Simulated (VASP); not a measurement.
Crystal: SnO.

```
Sn O
1.0
     3.80200    0.00000    0.00000
     0.00000    3.80200    0.00000
     0.00000    0.00000    4.83600
Sn O
2 2
Direct
  0.00000 0.50000 0.23850
  0.50000 0.00000 0.76150
  0.00000 0.00000 0.00000
  0.50000 0.50000 0.00000
```

| Quantity | Value |
| --- | --- |
| Program | VASP 6.6.1 |
| Task | relaxation of cell and atoms |
| Functional | PBE |
| Dispersion | D3(BJ) |
| Potentials or basis | VASP PAW PBE potentials, release 64 (Sn_d, O) |
| Cutoff | 600 eV |
| k mesh | 12 × 12 × 10 |
| Occupations | gaussian, width 0.1 eV |
| Spin | no spin polarisation |

At the start: pressure 2.2 GPa; volume 17.48 Å³/atom.

Task: Where does the relaxation end?

Result: Over 16 steps the energy falls by 4.5 meV/atom and the volume is 17.45 Å³/atom (-0.2 %); space group P4/nmm (No. 129, to 0.1 Å) before and after.

Step by step:
```csv
step,energy change (eV),largest force (eV/Å),pressure (GPa),volume (Å³)
1,0.0000,0.4475,2.22,69.91
2,-0.0005,0.3887,-2.28,72.38
3,-0.0136,0.0149,-0.17,71.13
4,-0.0136,0.0239,-0.07,71.10
5,-0.0147,0.0412,-0.11,71.02
6,-0.0159,0.0722,-0.12,70.87
7,-0.0156,0.1315,-0.13,70.56
8,-0.0163,0.0979,-0.14,70.75
9,-0.0172,0.0488,-0.19,70.52
10,-0.0178,0.0107,-0.28,70.23
11,-0.0178,0.0309,-0.34,70.13
12,-0.0178,0.0469,0.36,69.42
13,-0.0181,0.0060,0.01,69.79
14,-0.0181,0.0076,0.01,69.80
15,-0.0181,0.0068,0.00,69.81
16,-0.0181,0.0032,0.01,69.79
```

Final structure:
```cif
data_structure
_symmetry_space_group_name_H-M 'P 1'
_symmetry_Int_Tables_number 1
_cell_length_a 3.8372
_cell_length_b 3.8372
_cell_length_c 4.7401
_cell_angle_alpha 90.000
_cell_angle_beta 90.000
_cell_angle_gamma 90.000
_cell_volume 69.79
loop_
_atom_site_label
_atom_site_type_symbol
_atom_site_fract_x
_atom_site_fract_y
_atom_site_fract_z
_atom_site_occupancy
Sn1 Sn 0.00000 0.50000 0.24510 1
Sn2 Sn 0.50000 0.00000 0.75490 1
O1 O 0.00000 0.00000 0.00000 1
O2 O 0.50000 0.50000 0.00000 1
```
